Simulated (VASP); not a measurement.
# SiC (P6_3mc) in VASP: notebook

Runs on SiC. Level: PBE. Tasks: single point.

Program: VASP 6.6.1. These are calculated values, not measurements. Logs are shortened: lines on timing, memory, paths and dates and some standing lists are left out, and cuts for length are marked.

### Step 1. The cell of the first run

Symmetry: P6_3mc, No. 186, hexagonal system. Conventional cell: a = 3.014 Å, b = 3.014 Å, c = 5.067 Å, α = 90.00°, β = 90.00°, γ = 120.00°. Si (site symmetry 3m) has 4 C at 1.85 to 1.89 Å within 2.5 Å. Within 2.5 Å of C (site symmetry 3m) lie 4 Si at 1.85 to 1.89 Å.

### Step 2. Single point, PBE (epitaxial xy strain -2.0%)

Input file INCAR:

```
  PREC = Accurate
  ENCUT = 520
  EDIFF = 1E-7
  ISMEAR = -1
  SIGMA = 0.02
  LREAL = F
  LASPH = T
  NELM = 100
  ALGO = Normal
  ISIF = 2
  LWAVE = F
  LCHARG = T
  GGA = PE
  LELF = T
  LVHAR = T
  NBANDS = 16
```

Input file KPOINTS:

```
regular mesh
0
Gamma
  12 12 6
```

Input file POSCAR:

```
SiC
1.0
    3.0138491144      0.0000000000      0.0000000000
   -1.5069245572      2.6100698963      0.0000000000
    0.0000000000      0.0000000000      5.0666883860
Si C
2 2
Direct
    0.3333333333      0.6666666667      0.0008831814
    0.6666666667      0.3333333333      0.5008831814
    0.3333333333      0.6666666667      0.3741168186
    0.6666666667      0.3333333333      0.8741168186
```

Potentials or basis: VASP PAW PBE potentials, release 64 (Si, C).

Command:

```bash
> cat potpaw_PBE.64/Si/POTCAR potpaw_PBE.64/C/POTCAR > POTCAR
> mpirun -np 1 vasp_std > vasp.out
```

OUTCAR:

```text
PREC = Accurate
   ENCUT = 520
   EDIFF = 1E-7
   ISMEAR = -1
   LREAL = F
   LASPH = T
   NELM = 100
   ISIF = 2
   GGA = PE

 ion  position               nearest neighbor table
   1  0.333  0.667  0.001-   4 1.85   4 1.85   4 1.85   3 1.89   2 3.07   2 3.07   2 3.07   2 3.07
                             2 3.07   2 3.07
   2  0.667  0.333  0.501-   3 1.85   3 1.85   3 1.85   4 1.89   1 3.07   1 3.07   1 3.07   1 3.07
                             1 3.07   1 3.07
   3  0.333  0.667  0.374-   2 1.85   2 1.85   2 1.85   1 1.89
   4  0.667  0.333  0.874-   1 1.85   1 1.85   1 1.85   2 1.89

  LATTYP: Found a hexagonal cell.
 ALAT       =     3.0138491144
 C/A-ratio  =     1.6811353833

  Lattice vectors:

 A1 = (   3.0138491144,   0.0000000000,   0.0000000000)
 A2 = (  -1.5069245572,   2.6100698963,   0.0000000000)
 A3 = (   0.0000000000,   0.0000000000,   5.0666883860)

Analysis of symmetry for initial positions (statically):
=====================================================================
 Subroutine PRICEL returns:
 Original cell was already a primitive cell.

 Routine SETGRP: Setting up the symmetry group for a
 hexagonal supercell.

 Subroutine GETGRP returns: Found 12 space group operations
 (whereof  6 operations were pure point group operations)
 out of a pool of 24 trial point group operations.

The static configuration has the point symmetry C_3v.
 The point group associated with its full space group is C_6v.

Analysis of symmetry for dynamics (positions and initial velocities):
=====================================================================
 Subroutine PRICEL returns:
 Original cell was already a primitive cell.

 Routine SETGRP: Setting up the symmetry group for a
 hexagonal supercell.

 Subroutine GETGRP returns: Found 12 space group operations
 (whereof  6 operations were pure point group operations)
 out of a pool of 24 trial point group operations.

The dynamic configuration has the point symmetry C_3v.
 The point group associated with its full space group is C_6v.

 Subroutine INISYM returns: Found 12 space group operations
 (whereof  6 operations are pure point group operations),
 and found     1 'primitive' translations

----------------------------------------------------------------------------------------

                                     Primitive cell

  volume of cell :      39.8564

  direct lattice vectors                    reciprocal lattice vectors
     3.013849114  0.000000000  0.000000000     0.331801614  0.191565751  0.000000000
    -1.506924557  2.610069896  0.000000000     0.000000000  0.383131502  0.000000000
     0.000000000  0.000000000  5.066688386     0.000000000  0.000000000  0.197367575

  length of vectors
     3.013849114  3.013849114  5.066688386     0.383131502  0.383131502  0.197367575

  position of ions in fractional coordinates (direct lattice)
     0.333333333  0.666666667  0.000883181
     0.666666667  0.333333333  0.500883181
     0.333333333  0.666666667  0.374116819
     0.666666667  0.333333333  0.874116819

  ion indices of the primitive-cell ions
   primitive index   ion index
                 1           1
                 2           2
                 3           3
                 4           4

----------------------------------------------------------------------------------------

 KPOINTS: regular mesh

Automatic generation of k-mesh.
 Grid dimensions read from file:
 generate k-points for:   12   12    6

 Generating k-lattice:

  Cartesian coordinates                     Fractional coordinates (reciprocal lattice)
     0.027650134  0.015963813  0.000000000     0.083333333  0.000000000  0.000000000
     0.000000000  0.031927625  0.000000000     0.000000000  0.083333333  0.000000000
     0.000000000  0.000000000  0.032894596     0.000000000  0.000000000  0.166666667

  Length of vectors
     0.031927625  0.031927625  0.032894596

  Shift w.r.t. Gamma in fractional coordinates (k-lattice)
     0.000000000  0.000000000  0.000000000

 Subroutine IBZKPT returns following result:
 ===========================================

 Found     76 irreducible k-points:

 Following reciprocal coordinates:
            Coordinates               Weight
  0.000000  0.000000  0.000000      1.000000
  0.083333  0.000000  0.000000      6.000000
  0.166667  0.000000  0.000000      6.000000
  0.250000  0.000000  0.000000      6.000000
  0.333333  0.000000  0.000000      6.000000
  0.416667 -0.000000  0.000000      6.000000
[... 16 lines left out ...]
  0.250000  0.000000  0.166667     12.000000
  0.333333  0.000000  0.166667     12.000000
 [... further k-points ...]
   k-points           NKPTS =     76   k-points in BZ     NKDIM =     76   number of bands    NBANDS=     16
   number of dos      NEDOS =    301   number of ions     NIONS =      4
   total plane-waves  NPLWV =  23040
   dimension x,y,z NGX =    24 NGY =   24 NGZ =   40
   dimension x,y,z NGXF=    48 NGYF=   48 NGZF=   80
   ions per type =               2   2
   NGX,Y,Z   is equivalent  to a cutoff of  13.24, 13.24, 13.12 a.u.
   NGXF,Y,Z  is equivalent  to a cutoff of  26.48, 26.48, 26.25 a.u.
 SYSTEM =  unknown system
   PREC   = accura    normal or accurate (medium, high low for compatibility)
   ISTART =      0    job   : 0-new  1-cont  2-samecut
   ICHARG =      2    charge: 1-file 2-atom 10-const
   ISPIN  =      1    spin polarized calculation?
   LNONCOLLINEAR =      F non collinear calculations
   LSORBIT =      F    spin-orbit coupling
   LASPH  =      T    aspherical Exc in radial PAW
   ENCUT  =  520.0 eV  38.22 Ry    6.18 a.u.   5.60  5.60  9.42*2*pi/ulx,y,z
   NELM   =    100;   NELMIN=  2; NELMDL= -5     # of ELM steps
   EDIFF  = 0.1E-06   stopping-criterion for ELM
   LREAL  =      F    real-space projection
   EDIFFG = 0.1E-05   stopping-criterion for IOM
   NSW    =      0    number of steps for IOM
   IBRION =     -1    ionic relax: 0-MD 1-quasi-New 2-CG
   NFREE  =      0    steps in history (QN), initial steepest desc. (CG)
   ISIF   =      2    stress and relaxation
   ISYM   =      2    0-nonsym 1-usesym 2-fastsym
   POTIM  = 0.5000    time-step for ionic-motion
   TEBEG  =    0.0;   TEEND  =   0.0 temperature during run
   PSTRESS=    0.0 pullay stress
   NELECT =      16.0000    total number of electrons
   NUPDOWN=      -1.0000    fix difference up-down
   EMIN   =  10.00;   EMAX   =-10.00  energy-range for DOS
   EFERMI =   0.00;   METHOD = LEGACY
   ISMEAR =    -1;   SIGMA  =   0.02  broadening in eV -4-tet -1-fermi 0-gaus
   EFERMI_NEDOS =   21; number of points for ismear=-14 and -15
   IALGO  =     38    algorithm
   IMIX   =      4    mixing-type and parameters
     AMIX     =   0.40;   BMIX     =  1.00
     AMIX_MAG =   1.60;   BMIX_MAG =  1.00
  volume/ion in A,a.u.               =       9.96        67.24
  Fermi-wavevector in a.u.,A,eV,Ry     =   1.207672  2.282169 19.843701  1.458471
  Thomas-Fermi vector in A             =   2.343302
   LORBIT       =      0    0 simple, 1 ext, 2 COOP (PROOUT), +10 PAW based schemes
   GGA     = PE    functional components
   LHFCALC =     F    Hartree Fock is set to
   AEXX    =    0.0000 exact exchange contribution
   IVDW    =     0    specifies the selected vdW correction
   LEPSILON=     F    determine dielectric tensor
   LRPA    =     F    only Hartree local field effects (RPA)
 non-spin polarized calculation
  energy-cutoff  :      520.00
  volume of cell :       39.86
 maximum number of plane-waves:      1099
 NGX is ok and might be reduce to    24
   NGX = 11   NGY = 11   NGZ = 19

 number of electron      15.9999999 magnetization

 Free energy of the ion-electron system (eV)
  ---------------------------------------------------
  ext. energy  EPLUGINS =         0.00000000
  ---------------------------------------------------
  free energy    TOTEN  =       -30.00371646 eV

  energy without entropy =      -30.00371646  energy(sigma->0) =      -30.00371646

 E-fermi :   9.1364     XC(G=0): -11.5158

 val. band max:        8.7596126627   @ k =   0.0000   0.0000   0.0000
 cond. band min:      10.7713516492   @ k =   0.3333   0.3333   0.0000
 fundamental gap:      2.0117389865
 Fermi energy:         9.1364445699

 k-point     1 :       0.0000    0.0000    0.0000
  band No.  band energies     occupation
      1      -7.1816      2.00000
      2      -3.6556      2.00000
      3      -0.3089      2.00000
      4       7.5343      2.00000
      5       7.5343      2.00000
      6       8.3897      2.00000
[... 8 lines left out ...]
     15      17.9956      0.00000
     16      20.1964      0.00000

 k-point     2 :       0.0833    0.0000    0.0000
  band No.  band energies     occupation
      1      -7.0551      2.00000
      2      -3.5460      2.00000
      3      -0.1903      2.00000
      4       6.8364      2.00000
      5       7.3123      2.00000
      6       8.2862      2.00000
[... 8 lines left out ...]
     15      18.2989      0.00000
     16      19.3170      0.00000

 k-point     3 :       0.1667    0.0000    0.0000
  band No.  band energies     occupation
      1      -6.6787      2.00000
      2      -3.2257      2.00000
      3       0.1575      2.00000
      4       5.2947      2.00000
      5       6.8132      2.00000
      6       7.1443      2.00000
[... 8 lines left out ...]
     15      18.5627      0.00000
     16      18.9303      0.00000

 k-point     4 :       0.2500    0.0000    0.0000
  band No.  band energies     occupation
      1      -6.0637      2.00000
      2      -2.7290      2.00000
      3       0.6955      2.00000
      4       3.5787      2.00000
      5       5.7043      2.00000
      6       6.2733      2.00000
[... 8 lines left out ...]
     15      19.0420      0.00000
     16      19.9011      0.00000
[... 324 lines left out ...]
 k-point    22 :       0.1667    0.0000    0.1667
  band No.  band energies     occupation
      1      -6.5456      2.00000
      2      -3.7380      2.00000
      3       0.8721      2.00000
      4       5.4079      2.00000
      5       6.7475      2.00000
      6       6.9004      2.00000
[... 8 lines left out ...]
     15      18.8059      0.00000
     16      19.1838      0.00000

 k-point    23 :       0.2500    0.0000    0.1667
  band No.  band energies     occupation
      1      -5.9326      2.00000
      2      -3.2065      2.00000
      3       1.3114      2.00000
      4       3.7583      2.00000
      5       5.3302      2.00000
      6       6.3678      2.00000
[... 8 lines left out ...]
     15      19.6861      0.00000
     16      19.8572      0.00000

 k-point    24 :       0.3333    0.0000    0.1667
  band No.  band energies     occupation
      1      -5.1104      2.00000
      2      -2.5649      2.00000
      3       1.2922      2.00000
      4       2.8480      2.00000
      5       3.8342      2.00000
      6       5.9263      2.00000
[... 8 lines left out ...]
     15      20.2325      0.00000
     16      21.1779      0.00000

 [... further k-points ...]
[... 5 lines left out ...]
  --------------------------------------------------------------------------------------
  -------------------------------------------------------------------------------------
  Total        4.2159088      4.2159088      0.9086308      0.0000000     -0.0000000      0.0000000
  in kB      169.4743418    169.4743418     36.5258369      0.0000000     -0.0000000      0.0000000
  external PRESSURE =     125.1581735 kB  Pullay stress =       0.0000000 kB

 VOLUME and BASIS-vectors are now :
 -----------------------------------------------------------------------------
  energy-cutoff  :      520.00
  volume of cell :       39.86
      direct lattice vectors                 reciprocal lattice vectors
     3.013849114  0.000000000  0.000000000     0.331801614  0.191565751  0.000000000
    -1.506924557  2.610069896  0.000000000     0.000000000  0.383131502  0.000000000
     0.000000000  0.000000000  5.066688386     0.000000000  0.000000000  0.197367575

 POSITION                                       TOTAL-FORCE (eV/Angst)
 -----------------------------------------------------------------------------------
     -0.00000      1.74005      0.00447        -0.000000      0.000000      0.033305
      1.50692      0.87002      2.53782         0.000000     -0.000000      0.033305
     -0.00000      1.74005      1.89553         0.000000      0.000000     -0.033305
      1.50692      0.87002      4.42888        -0.000000      0.000000     -0.033305
 -----------------------------------------------------------------------------------
    total drift:                                0.000000      0.000000     -0.000073

  FREE ENERGIE OF THE ION-ELECTRON SYSTEM (eV)
  ---------------------------------------------------
  free  energy   TOTEN  =       -30.0037164579 eV

  energy  without entropy=      -30.0037164579  energy(sigma->0) =      -30.00371646
```

Run time: 65 s. Hardware: 1 thread of Intel Xeon 8259CL, shared host; peak memory 0.18 GiB.

What came out:

```yaml
Free_energy: -30.0037 eV
Pressure: 12.5 GPa
Largest_force: 0.033 eV/Å
Band_gap_on_the_k_mesh: 2.01 eV, indirect (least direct gap 4.23 eV)
```

Forces on the atoms (eV/Å):
```
Si   0.000  0.000  0.033
Si   0.000  0.000  0.033
C    0.000  0.000 -0.033
C    0.000  0.000 -0.033
```

Caveat: the cell differs from its parent crystal (epitaxial xy strain -2.0%).

### Step 3. Single point, PBE (epitaxial xy strain -1.0%)

Input file INCAR:

```
SYSTEM = SiC
ALGO = Normal ; EDIFF = 1E-7
ENCUT = 520 ; GGA = PE
ISIF = 2 ; ISMEAR = -1
LASPH = .True. ; LCHARG = .False.
LREAL = .False. ; LWAVE = .False.
NBANDS = 16 ; NELM = 60
PREC = Accurate ; SIGMA = 0.02
```

Input file KPOINTS:

```
k-points
0
Gamma
  12 12 6
  0 0 0
```

Input file POSCAR:

```
SiC
1.0
    3.0446026768      0.0000000000      0.0000000000
   -1.5223013384      2.6367032626      0.0000000000
    0.0000000000      0.0000000000      5.0572608845
Si C
2 2
Direct
    0.3333333333      0.6666666667      0.0002115789
    0.6666666667      0.3333333333      0.5002115789
    0.3333333333      0.6666666667      0.3747884211
    0.6666666667      0.3333333333      0.8747884211
```

Potentials or basis: VASP PAW PBE potentials, release 64 (Si, C).

Command:

```bash
> cat potpaw_PBE.64/Si/POTCAR potpaw_PBE.64/C/POTCAR > POTCAR
> mpirun -np 1 vasp_std > vasp.out
```

Wall time 72 s (1 thread of Intel Xeon 8259CL, shared host); peak memory 0.18 GiB.

The run converged. Its results:

```yaml
Free_energy: -30.0702 eV
Pressure: 7.8 GPa
Largest_force: 0.017 eV/Å
Band_gap_on_the_k_mesh: 2.15 eV, indirect (least direct gap 4.10 eV)
```

Forces on the atoms (eV/Å):
```
Si   0.000  0.000  0.017
Si   0.000  0.000  0.017
C    0.000  0.000 -0.017
C    0.000  0.000 -0.017
```

Stress tensor (GPa, compression positive):
```
9.96 0.00 0.00
0.00 9.96 0.00
0.00 0.00 3.48
```

Levels at points of the mesh, in eV from the valence-band top:
```tsv
k point	band 4	band 5	band 6	band 7	band 8	band 9	band 10	band 11	band 12	band 13
(0.00, 0.00, 0.00)	-1.27	-1.27	-0.23	0.00	0.00	5.13	6.16	6.85	6.85	7.89
(0.50, 0.00, 0.00)	-6.43	-5.53	-3.38	-3.32	-1.23	2.87	4.12	7.00	7.20	9.97
(0.00, 0.00, 0.50)	-4.62	-0.68	-0.68	-0.68	-0.68	6.17	6.17	7.51	7.51	7.51
(0.50, 0.00, 0.50)	-8.37	-2.46	-2.46	-2.45	-2.45	3.25	3.25	5.28	5.28	10.43
```

Caveat: the cell differs from its parent crystal (epitaxial xy strain -1.0%). A k mesh can miss the band edges.
